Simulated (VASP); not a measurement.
# TaN (P6/mmm) in VASP: further runs, part 2 of 2

VASP 6.6.1. The steps go on from the part before.

**4. Electric field gradients, LDA (11.17 Å³/atom)**

This run uses another cell than the first one, of 11.17 Å³/atom.

The input, INCAR:

```
  PREC = Accurate
  ENCUT = 520
  EDIFF = 1E-8
  ISMEAR = -1
  SIGMA = 0.03
  LREAL = False
  LASPH = True
  NELM = 80
  ALGO = Normal
  ISIF = 2
  LWAVE = False
  LCHARG = False
  GGA = CA
  LEFG = True
  NBANDS = 33
```

The input, KPOINTS:

```
regular mesh
0
Gamma
  5 5 8
```

The input, POSCAR:

```
TaN
1.0
    5.1676579916      0.0000000000      0.0000000000
   -2.5838289958      4.4753230988      0.0000000000
    0.0000000000      0.0000000000      2.8982741748
Ta N
3 3
Direct
    0.0000000000      0.0000000000      0.0000000000
    0.3333333333      0.6666666667      0.5000000000
    0.6666666667      0.3333333333      0.5000000000
    0.5000000000      0.0000000000      0.0000000000
    0.5000000000      0.5000000000      0.0000000000
    0.0000000000      0.5000000000      0.0000000000
```

Potentials or basis: VASP PAW LDA potentials, release 64 (Ta_pv, N).

Started as:

```sh
> cat potpaw_LDA.64/Ta_pv/POTCAR potpaw_LDA.64/N/POTCAR > POTCAR
> mpirun -np 1 vasp_std > vasp.out
```

OUTCAR:

```text
PREC = Accurate
   ENCUT = 520
   EDIFF = 1E-8
   ISMEAR = -1
   LREAL = False
   LASPH = True
   NELM = 80
   ISIF = 2
   GGA = CA

 ion  position               nearest neighbor table
   1  0.000  0.000  0.000-   4 2.58   4 2.58   6 2.58   6 2.58   5 2.58   5 2.58   3 3.32   3 3.32
                             2 3.32   2 3.32   2 3.32   3 3.32   2 3.32   3 3.32   2 3.32   3 3.32
   2  0.333  0.667  0.500-   6 2.08   6 2.08   4 2.08   4 2.08   5 2.08   5 2.08   3 2.98   3 2.98
                             3 2.98   1 3.32   1 3.32   1 3.32   1 3.32   1 3.32   1 3.32
   3  0.667  0.333  0.500-   6 2.08   6 2.08   4 2.08   4 2.08   5 2.08   5 2.08   2 2.98   2 2.98
                             2 2.98   1 3.32   1 3.32   1 3.32   1 3.32   1 3.32   1 3.32
   4  0.500  0.000  0.000-   2 2.08   3 2.08   2 2.08   3 2.08   1 2.58   1 2.58
   5  0.500  0.500  0.000-   2 2.08   3 2.08   2 2.08   3 2.08   1 2.58   1 2.58
   6  0.000  0.500  0.000-   2 2.08   3 2.08   2 2.08   3 2.08   1 2.58   1 2.58

  LATTYP: Found a hexagonal cell.
 ALAT       =     5.1676579916
 C/A-ratio  =     0.5608486822

  Lattice vectors:

 A1 = (   5.1676579916,   0.0000000000,   0.0000000000)
 A2 = (  -2.5838289958,   4.4753230988,   0.0000000000)
 A3 = (   0.0000000000,   0.0000000000,   2.8982741748)

Analysis of symmetry for initial positions (statically):
=====================================================================
 Subroutine PRICEL returns:
 Original cell was already a primitive cell.

 Routine SETGRP: Setting up the symmetry group for a
 hexagonal supercell.

 Subroutine GETGRP returns: Found 24 space group operations
 (whereof 24 operations were pure point group operations)
 out of a pool of 24 trial point group operations.

The static configuration has the point symmetry D_6h.

Analysis of symmetry for dynamics (positions and initial velocities):
=====================================================================
 Subroutine PRICEL returns:
 Original cell was already a primitive cell.

 Routine SETGRP: Setting up the symmetry group for a
 hexagonal supercell.

 Subroutine GETGRP returns: Found 24 space group operations
 (whereof 24 operations were pure point group operations)
 out of a pool of 24 trial point group operations.

The dynamic configuration has the point symmetry D_6h.

 Subroutine INISYM returns: Found 24 space group operations
 (whereof 24 operations are pure point group operations),
 and found     1 'primitive' translations

----------------------------------------------------------------------------------------

                                     Primitive cell

  volume of cell :      67.0282

  direct lattice vectors                    reciprocal lattice vectors
     5.167657992  0.000000000  0.000000000     0.193511258  0.111723777  0.000000000
    -2.583828996  4.475323099  0.000000000     0.000000000  0.223447554  0.000000000
     0.000000000  0.000000000  2.898274175     0.000000000  0.000000000  0.345032919

  length of vectors
     5.167657992  5.167657992  2.898274175     0.223447554  0.223447554  0.345032919

  position of ions in fractional coordinates (direct lattice)
     0.000000000  0.000000000  0.000000000
     0.333333333  0.666666667  0.500000000
     0.666666667  0.333333333  0.500000000
[... 110 lines left out ...]
   AEXX    =    0.0000 exact exchange contribution
   IVDW    =     0    specifies the selected vdW correction
   LEPSILON=     F    determine dielectric tensor
   LRPA    =     F    only Hartree local field effects (RPA)
 non-spin polarized calculation
  energy-cutoff  :      520.00
  volume of cell :       67.03
 maximum number of plane-waves:      1826
 NGX is ok and might be reduce to    40
   NGX = 19   NGY = 19   NGZ = 11

 number of electron      48.0000004 magnetization

 Free energy of the ion-electron system (eV)
  ---------------------------------------------------
  ext. energy  EPLUGINS =         0.00000000
  ---------------------------------------------------
  free energy    TOTEN  =       -71.35242114 eV

  energy without entropy =      -71.34764704  energy(sigma->0) =      -71.35003409

 E-fermi :   8.2072     XC(G=0): -13.3407

 val. band max:        8.1746552455   @ k =   0.2000   0.0000   0.3750
 cond. band min:       8.2128161267   @ k =   0.0000   0.0000   0.3750
 fundamental gap:      0.0381608812
 Fermi energy:         8.2072294385

 k-point     1 :       0.0000    0.0000    0.0000
  band No.  band energies     occupation
      1     -27.8155      2.00000
      2     -27.8155      2.00000
      3     -27.4044      2.00000
      4     -27.4044      2.00000
      5     -27.1851      2.00000
      6     -27.0527      2.00000
[... 853 lines left out ...]
     32      12.1720      0.00000
     33      13.6697      0.00000

 [... further k-points ...]

------------------------ aborting loop because EDIFF is reached ----------------------------------------

  FORCE on cell =-STRESS in cart. coord.  units (eV):
  Direction    XX          YY          ZZ          XY          YZ          ZX
  --------------------------------------------------------------------------------------
  -------------------------------------------------------------------------------------
  Total        0.2523179      0.2523179     -0.0794431      0.0000000      0.0000000      0.0000000
  in kB        6.0311633      6.0311633     -1.8989307      0.0000000      0.0000000      0.0000000
  external PRESSURE =       3.3877986 kB  Pullay stress =       0.0000000 kB

 VOLUME and BASIS-vectors are now :
 -----------------------------------------------------------------------------
  energy-cutoff  :      520.00
  volume of cell :       67.03
      direct lattice vectors                 reciprocal lattice vectors
     5.167657992  0.000000000  0.000000000     0.193511258  0.111723777  0.000000000
    -2.583828996  4.475323099  0.000000000     0.000000000  0.223447554  0.000000000
     0.000000000  0.000000000  2.898274175     0.000000000  0.000000000  0.345032919

 POSITION                                       TOTAL-FORCE (eV/Angst)
 -----------------------------------------------------------------------------------
      0.00000      0.00000      0.00000         0.000000      0.000000      0.000000
     -0.00000      2.98355      1.44914        -0.000000      0.000000     -0.000000
      2.58383      1.49177      1.44914        -0.000000     -0.000000      0.000000
      2.58383      0.00000      0.00000         0.000000      0.000000      0.000000
      1.29191      2.23766      0.00000         0.000000      0.000000      0.000000
     -1.29191      2.23766      0.00000         0.000000      0.000000      0.000000
 -----------------------------------------------------------------------------------
    total drift:                               -0.000000      0.000000     -0.000000

  FREE ENERGIE OF THE ION-ELECTRON SYSTEM (eV)
  ---------------------------------------------------
  free  energy   TOTEN  =       -71.3524211370 eV

  energy  without entropy=      -71.3476470399  energy(sigma->0) =      -71.35003409

 Electric field gradients (V/A^2)
---------------------------------------------------------------------
 ion       V_xx      V_yy      V_zz      V_xy      V_xz      V_yz
---------------------------------------------------------------------
   1     171.006   171.005  -342.011    -0.001    -0.000     0.000
   2     190.314   190.314  -380.628     0.000     0.000    -0.000
   3     190.314   190.314  -380.628     0.000     0.000     0.000
   4      33.648   -29.069    -4.579     0.001     0.000     0.000
   5     -13.390    17.970    -4.579    27.158     0.000    -0.000
   6     -13.390    17.970    -4.579   -27.157    -0.000    -0.000
---------------------------------------------------------------------

 Electric field gradients after diagonalization (V/A^2)
 (convention: |V_zz| > |V_xx| > |V_yy|)
----------------------------------------------------------------------
 ion       V_xx      V_yy      V_zz     asymmetry (V_yy - V_xx)/ V_zz
----------------------------------------------------------------------
   1     171.006   171.004  -342.011       0.000
   2     190.314   190.313  -380.628       0.000
   3     190.314   190.313  -380.628       0.000
   4     -29.069    -4.579    33.648       0.728
   5     -29.070    -4.579    33.650       0.728
   6     -29.069    -4.579    33.648       0.728
----------------------------------------------------------------------

           NMR quadrupolar parameters

 Cq : quadrupolar parameter    Cq=e*Q*V_zz/h
 eta: asymmetry parameters     (V_yy - V_xx)/ V_zz
 Q  : nuclear electric quadrupole moment in mb (millibarn)
----------------------------------------------------------------------
 ion       Cq(MHz)       eta       Q (mb)
----------------------------------------------------------------------
   1      -0.827       0.000       1.000
   2      -0.920       0.000       1.000
   3      -0.920       0.000       1.000
   4       0.081       0.728       1.000
   5       0.081       0.728       1.000
   6       0.081       0.728       1.000
----------------------------------------------------------------------
```

OSZICAR:

```text
N       E                     dE             d eps       ncg     rms          rms(c)
DAV:   1     0.442760616252E+03    0.44276E+03   -0.25979E+04  1650   0.152E+03
DAV:   2    -0.529322627382E+02   -0.49569E+03   -0.47110E+03  1901   0.444E+02
DAV:   3    -0.815257061620E+02   -0.28593E+02   -0.28017E+02  2017   0.102E+02
DAV:   4    -0.820806685714E+02   -0.55496E+00   -0.55080E+00  2107   0.135E+01
DAV:   5    -0.820934548355E+02   -0.12786E-01   -0.12771E-01  2099   0.164E+00    0.470E+01
DAV:   6    -0.720603800217E+02    0.10033E+02   -0.48891E+01  2011   0.384E+01    0.205E+01
DAV:   7    -0.715842602663E+02    0.47612E+00   -0.41856E+00  2072   0.145E+01    0.115E+01
DAV:   8    -0.713919080564E+02    0.19235E+00   -0.66551E-01  2065   0.526E+00    0.395E+00
DAV:   9    -0.713540042544E+02    0.37904E-01   -0.90139E-02  2013   0.271E+00    0.463E-01
DAV:  10    -0.713527716494E+02    0.12326E-02   -0.14403E-02  2023   0.635E-01    0.184E-01
DAV:  11    -0.713524424284E+02    0.32922E-03   -0.21284E-03  2063   0.301E-01    0.539E-02
DAV:  12    -0.713524217192E+02    0.20709E-04   -0.15769E-04  2026   0.772E-02    0.210E-02
DAV:  13    -0.713524211215E+02    0.59766E-06   -0.74971E-06  2094   0.172E-02    0.405E-03
DAV:  14    -0.713524212407E+02   -0.11923E-06   -0.11053E-06  2057   0.603E-03    0.319E-03
DAV:  15    -0.713524211350E+02    0.10578E-06   -0.48460E-07  2047   0.429E-03    0.273E-04
DAV:  16    -0.713524211370E+02   -0.20300E-08   -0.15397E-08  1380   0.746E-04
   1 F= -.71352421E+02 E0= -.71350034E+02  d E =-.477410E-02
```

It took 25 s on 1 thread of Intel Xeon Platinum 8559C (Emerald Rapids), shared host; peak memory 0.18 GiB.

What came out:

| Item | Value |
| --- | --- |
| Free energy | -71.3524 eV |
| Pressure | 0.3 GPa |
| Band gap on the k mesh | zero (bands 24 and 25 overlap by 2.19 eV) |
| Largest electric field gradient by atom | Ta -342.0, -380.6 (each value once); N +33.6 V/Å² |

Levels at points of the mesh, in eV from the Fermi level:
| k point | band 20 | band 21 | band 22 | band 23 | band 24 | band 25 | band 26 | band 27 | band 28 | band 29 |
| --- | --- | --- | --- | --- | --- | --- | --- | --- | --- | --- |
| (0.00, 0.00, 0.00) | -3.02 | -3.02 | -2.54 | -2.12 | -1.34 | -1.34 | 0.75 | 0.75 | 1.26 | 2.20 |
| (0.00, 0.00, 0.50) | -3.81 | -3.14 | -3.14 | -1.95 | 0.85 | 0.85 | 1.50 | 1.78 | 2.52 | 2.52 |

Electric field gradients, principal values (V/Å²):
| atom | least | middle | greatest (by size) |
| --- | --- | --- | --- |
| 1 Ta | 171.004 | 171.006 | -342.011 |
| 2 Ta | 190.313 | 190.314 | -380.628 |
| 3 Ta | 190.313 | 190.314 | -380.628 |
| 4 N | -4.579 | -29.069 | 33.648 |
| 5 N | -4.579 | -29.070 | 33.650 |
| 6 N | -4.579 | -29.069 | 33.648 |

Caveat: without QUAD_EFG the Cq values of the log hold for a quadrupole moment of 1 mb, not for the nuclei; spin-orbit coupling is left out, which moves the levels of the heavy elements.

**5. Electric field gradients, LDA (11.40 Å³/atom)**

This run uses another cell than the first one, of 11.40 Å³/atom.

The input, INCAR:

```
PREC = Accurate
ENCUT = 520
EDIFF = 1E-8
ISMEAR = -1
SIGMA = 0.03
LREAL = F
LASPH = T
NELM = 60
ALGO = Normal
ISIF = 2
LWAVE = F
LCHARG = F
GGA = CA
LEFG = T
NBANDS = 33
```

KPOINTS is that of step 4.

POSCAR: that of step 4 with these lines changed.

```diff
@@ -2,5 +2,5 @@
 1.0
-    5.1676579916      0.0000000000      0.0000000000
-   -2.5838289958      4.4753230988      0.0000000000
-    0.0000000000      0.0000000000      2.8982741748
+    5.2022252935      0.0000000000      0.0000000000
+   -2.6011126468      4.5052592604      0.0000000000
+    0.0000000000      0.0000000000      2.9176612005
 Ta N
```

Potentials or basis: VASP PAW LDA potentials, release 64 (Ta_pv, N).

Started as:

```sh
> cat potpaw_LDA.64/Ta_pv/POTCAR potpaw_LDA.64/N/POTCAR > POTCAR
> mpirun -np 1 vasp_std > vasp.out
```

OUTCAR:

```text
PREC = Accurate
   ENCUT = 520
   EDIFF = 1E-8
   ISMEAR = -1
   LREAL = F
   LASPH = T
   NELM = 60
   ISIF = 2
   GGA = CA

 ion  position               nearest neighbor table
   1  0.000  0.000  0.000-   5 2.60   5 2.60   4 2.60   4 2.60   6 2.60   6 2.60   3 3.34   3 3.34
                             2 3.34   2 3.34   2 3.34   3 3.34   2 3.34   3 3.34   2 3.34   3 3.34
   2  0.333  0.667  0.500-   6 2.09   6 2.09   4 2.09   4 2.09   5 2.09   5 2.09   3 3.00   3 3.00
                             3 3.00   1 3.34   1 3.34   1 3.34   1 3.34   1 3.34   1 3.34
   3  0.667  0.333  0.500-   6 2.09   6 2.09   4 2.09   4 2.09   5 2.09   5 2.09   2 3.00   2 3.00
                             2 3.00   1 3.34   1 3.34   1 3.34   1 3.34   1 3.34   1 3.34
   4  0.500  0.000  0.000-   2 2.09   3 2.09   2 2.09   3 2.09   1 2.60   1 2.60
   5  0.500  0.500  0.000-   2 2.09   3 2.09   2 2.09   3 2.09   1 2.60   1 2.60
   6  0.000  0.500  0.000-   2 2.09   3 2.09   2 2.09   3 2.09   1 2.60   1 2.60

  LATTYP: Found a hexagonal cell.
 ALAT       =     5.2022252935
 C/A-ratio  =     0.5608486822

  Lattice vectors:

 A1 = (   5.2022252935,   0.0000000000,   0.0000000000)
 A2 = (  -2.6011126468,   4.5052592604,   0.0000000000)
 A3 = (   0.0000000000,   0.0000000000,   2.9176612005)

Analysis of symmetry for initial positions (statically):
=====================================================================
 Subroutine PRICEL returns:
 Original cell was already a primitive cell.

 Routine SETGRP: Setting up the symmetry group for a
 hexagonal supercell.

 Subroutine GETGRP returns: Found 24 space group operations
 (whereof 24 operations were pure point group operations)
 out of a pool of 24 trial point group operations.

[... 1048 lines left out ...]
  Total       -2.1880614     -2.1880614     -3.5188615      0.0000000     -0.0000000     -0.0000000
  in kB      -51.2656292    -51.2656292    -82.4458787      0.0000000     -0.0000000     -0.0000000
  external PRESSURE =     -61.6590457 kB  Pullay stress =       0.0000000 kB

 VOLUME and BASIS-vectors are now :
 -----------------------------------------------------------------------------
  energy-cutoff  :      520.00
  volume of cell :       68.38
      direct lattice vectors                 reciprocal lattice vectors
     5.202225293  0.000000000  0.000000000     0.192225431  0.110981404  0.000000000
    -2.601112647  4.505259260  0.000000000     0.000000000  0.221962809  0.000000000
     0.000000000  0.000000000  2.917661200     0.000000000  0.000000000  0.342740274

 POSITION                                       TOTAL-FORCE (eV/Angst)
 -----------------------------------------------------------------------------------
      0.00000      0.00000      0.00000         0.000000      0.000000      0.000000
     -0.00000      3.00351      1.45883         0.000000      0.000000      0.000000
      2.60111      1.50175      1.45883        -0.000000      0.000000     -0.000000
      2.60111      0.00000      0.00000         0.000000      0.000000      0.000000
      1.30056      2.25263      0.00000        -0.000000      0.000000      0.000000
     -1.30056      2.25263      0.00000         0.000000      0.000000      0.000000
 -----------------------------------------------------------------------------------
    total drift:                               -0.000000      0.000000     -0.000000

  FREE ENERGIE OF THE ION-ELECTRON SYSTEM (eV)
  ---------------------------------------------------
  free  energy   TOTEN  =       -71.3284552271 eV

  energy  without entropy=      -71.3238537650  energy(sigma->0) =      -71.32615450

 Electric field gradients (V/A^2)
---------------------------------------------------------------------
 ion       V_xx      V_yy      V_zz      V_xy      V_xz      V_yz
---------------------------------------------------------------------
   1     170.403   170.402  -340.805    -0.000     0.000    -0.000
   2     184.032   184.032  -368.064     0.000     0.000     0.000
   3     184.032   184.032  -368.064     0.000     0.000     0.000
   4      32.883   -28.562    -4.322     0.001     0.000     0.000
   5     -13.201    17.523    -4.322    26.608     0.000    -0.000
   6     -13.201    17.523    -4.322   -26.606    -0.000    -0.000
---------------------------------------------------------------------

 Electric field gradients after diagonalization (V/A^2)
 (convention: |V_zz| > |V_xx| > |V_yy|)
----------------------------------------------------------------------
 ion       V_xx      V_yy      V_zz     asymmetry (V_yy - V_xx)/ V_zz
----------------------------------------------------------------------
   1     170.403   170.402  -340.805       0.000
   2     184.033   184.032  -368.064       0.000
   3     184.033   184.032  -368.064       0.000
   4     -28.562    -4.322    32.883       0.737
   5     -28.563    -4.322    32.885       0.737
   6     -28.562    -4.322    32.883       0.737
----------------------------------------------------------------------

           NMR quadrupolar parameters

 Cq : quadrupolar parameter    Cq=e*Q*V_zz/h
 eta: asymmetry parameters     (V_yy - V_xx)/ V_zz
 Q  : nuclear electric quadrupole moment in mb (millibarn)
----------------------------------------------------------------------
 ion       Cq(MHz)       eta       Q (mb)
----------------------------------------------------------------------
   1      -0.824       0.000       1.000
   2      -0.890       0.000       1.000
   3      -0.890       0.000       1.000
   4       0.080       0.737       1.000
   5       0.080       0.737       1.000
   6       0.080       0.737       1.000
----------------------------------------------------------------------
```

Run time: 25 s. Hardware: 1 thread of Intel Xeon Platinum 8559C (Emerald Rapids), shared host; peak memory 0.18 GiB.

What came out:

```yaml
Free_energy: -71.3285 eV
Pressure: -6.2 GPa
Band_gap_on_the_k_mesh: zero (bands 24 and 25 overlap by 2.12 eV)
Largest_electric_field_gradient_by_atom: Ta -340.8, -368.1 (each value once); N +32.9 V/Å²
```

Electric field gradients, principal values (V/Å²):
| atom | least | middle | greatest (by size) |
| --- | --- | --- | --- |
| 1 Ta | 170.402 | 170.403 | -340.805 |
| 2 Ta | 184.032 | 184.033 | -368.064 |
| 3 Ta | 184.032 | 184.033 | -368.064 |
| 4 N | -4.322 | -28.562 | 32.883 |
| 5 N | -4.322 | -28.563 | 32.885 |
| 6 N | -4.322 | -28.562 | 32.883 |

Caveat: the cell stands under tension; without QUAD_EFG the Cq values of the log hold for a quadrupole moment of 1 mb, not for the nuclei; spin-orbit coupling is left out, which moves the levels of the heavy elements.

**6. The runs side by side**

```tsv
cell	gap on the mesh (eV)	pressure (GPa)
a = 5.150, b = 5.150, c = 2.888 Å, angles 90.0, 90.0, 120.0°, 6 atoms	none	3.9
a = 5.168, b = 5.168, c = 2.898 Å, angles 90.0, 90.0, 120.0°, 6 atoms	none	0.3
a = 5.202, b = 5.202, c = 2.918 Å, angles 90.0, 90.0, 120.0°, 6 atoms	none	-6.2
```

Alike in all rows: task electric field gradients; level LDA; potentials or basis VASP PAW LDA potentials, release 64 (Ta_pv, N); no spin polarisation; k mesh 5 × 5 × 8; cutoff (eV) 520; smearing fermi-dirac 0.03 eV.

Caveats: spin-orbit coupling is left out, which moves the levels of the heavy elements; the cell stands under pressure (at least some runs); the cell stands under tension (at least some runs).

Total energies depend on the potentials used, so only differences within one code and one set of settings carry meaning.
